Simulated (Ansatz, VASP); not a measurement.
# In3GaAs4: VASP beside Ansatz

The input POSCAR:

```
In3GaAs4
1.0
   -3.0586160474      3.0586160474      6.1079442329
    3.0586160474     -3.0586160474      6.1079442329
    3.0586160474      3.0586160474     -6.1079442329
Ga As In
1 4 3
Direct
    0.0000000000      0.0000000000      0.0000000000
    0.3570080130      0.3570080130      0.4741751742
    0.1171671612      0.6429919870      0.0000000000
    0.8828328388      0.8828328388      0.5258248258
    0.6429919870      0.1171671612      0.0000000000
    0.7500000000      0.2500000000      0.5000000000
    0.5000000000      0.5000000000      0.0000000000
    0.2500000000      0.7500000000      0.5000000000
```

Contents of INCAR.step1:

```
SYSTEM = In3GaAs4
  PREC = Accurate
  ENCUT = 520
  ISMEAR = -1
  SIGMA = 0.02
  LREAL = .FALSE.
  LASPH = .TRUE.
  NELM = 60
  NBANDS = 46
  GGA = PE
  ALGO = Normal
  EDIFF = 1E-4
  LWAVE = .TRUE.
  LCHARG = .FALSE.
```

File INCAR.step2:

```
SYSTEM = In3GaAs4
  PREC = Accurate
  ENCUT = 520
  EDIFF = 1E-6
  ISMEAR = -1
  SIGMA = 0.02
  LREAL = .FALSE.
  LASPH = .TRUE.
  NELM = 60
  ALGO = Normal
  ISIF = 2
  LWAVE = .FALSE.
  LCHARG = .TRUE.
  METAGGA = R2SCAN
  LMIXTAU = .TRUE.
  LELF = .TRUE.
  LVHAR = .TRUE.
  NBANDS = 46
  ISTART = 1
```

The input KPOINTS:

```
regular mesh
0
G
  6 6 6
  0 0 0
```

Input for Ansatz:

```yaml
crystal:
  lattice:
    - [-3.0586160474, 3.0586160474, 6.1079442329]
    - [3.0586160474, -3.0586160474, 6.1079442329]
    - [3.0586160474, 3.0586160474, -6.1079442329]
  atoms:
    - { symbol: Ga, position: [0.0, 0.0, 0.0] }
    - { symbol: As, position: [0.357008013, 0.357008013, 0.4741751742] }
    - { symbol: In, position: [0.75, 0.25, 0.5] }
    - { symbol: As, position: [0.1171671612, 0.642991987, 0.0] }
    - { symbol: In, position: [0.5, 0.5, 0.0] }
    - { symbol: As, position: [0.8828328388, 0.8828328388, 0.5258248258] }
    - { symbol: In, position: [0.25, 0.75, 0.5] }
    - { symbol: As, position: [0.642991987, 0.1171671612, 0.0] }
kpoints:
  mp_grid: { grid: [6, 6, 6] }
hamiltonian:
  xc: r2scan
scf:
  occupations: { method: fermi_dirac, width: 0.02 }
  n_extra_bands: 6
output:
  forces: true
  stress: true
  eigenvalues: true
```

Alike in both runs: task single point; functional r2SCAN; k mesh 6 × 6 × 6; occupations fermi-dirac, width 0.02 eV; no spin polarisation.

```csv
,VASP,Ansatz
version,VASP 6.6.1,Ansatz 0.2.0
potentials or method,"VASP PAW PBE potentials, release 64 (Ga_d, As, In_d)","plane waves, PAW"
plane-wave cutoff (eV),520,500
valence electrons in the cell,72,112
```

```csv
,VASP,Ansatz,Ansatz less VASP
pressure (GPa),-3.1,-3.1,0.00
rms of the force components (eV/Å),0.013,0.011,-0.0012
```

VASP's potentials were made for PBE, not for r2SCAN. With one functional, cell and mesh, what is left measures potentials, basis and numerics. VASP's potentials hold 72 valence electrons a cell and Ansatz's 112, so a difference there can come from the potentials and not from the codes.
